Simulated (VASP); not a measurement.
## MgO: single point with PBEsol

MgO:

```
CELL_PARAMETERS angstrom
0.00000 2.05443 2.15978
2.05443 0.00000 2.15978
2.05443 2.05443 0.00000
ATOMIC_POSITIONS crystal
Mg 0.00000 0.00000 0.00000
O 0.50000 0.50000 0.50000
```

This cell differs from its parent crystal: strain -0.025 along x and y, +0.025 along z.

- Program: VASP 6.6.1
- Task: single point
- Functional: PBEsol
- Potentials or basis: VASP PAW PBE potentials, release 64 (Mg, O)
- Cutoff: 520 eV
- k mesh: 10 × 10 × 10
- Occupations: gaussian, width 0.05 eV
- Spin: no spin polarisation

The pressure is 4.7 GPa and the band gap on the k mesh is 4.80 eV, direct.

Stress tensor (GPa, compression positive):
```
 8.35  0.00  0.00
 0.00  8.35  0.00
 0.00  0.00 -2.63
```

Levels at points of the mesh, in eV from the valence-band top:
```csv
k point,band 1,band 2,band 3,band 4,band 5,band 6,band 7,band 8
"(0.00, 0.00, 0.00)",-17.40,-0.09,-0.09,0.00,4.80,15.38,15.92,15.92
"(0.50, 0.00, 0.00)",-16.02,-4.85,-0.81,-0.69,7.82,12.70,15.88,16.97
"(0.50, 0.50, 0.00)",-15.85,-4.42,-1.31,-1.31,9.25,10.18,12.74,19.57
"(0.50, 0.00, 0.50)",-15.70,-4.24,-1.69,-1.37,8.74,10.07,13.39,18.48
```

Wall time 15 s on 1 thread of Intel Xeon 6975P-C (shared host), peak memory 0.15 GiB.

Caveat: the cell differs from its parent crystal (strain -0.025 along x and y, +0.025 along z); the PAW data sets were made with another functional, which shifts forces and pressure a little.
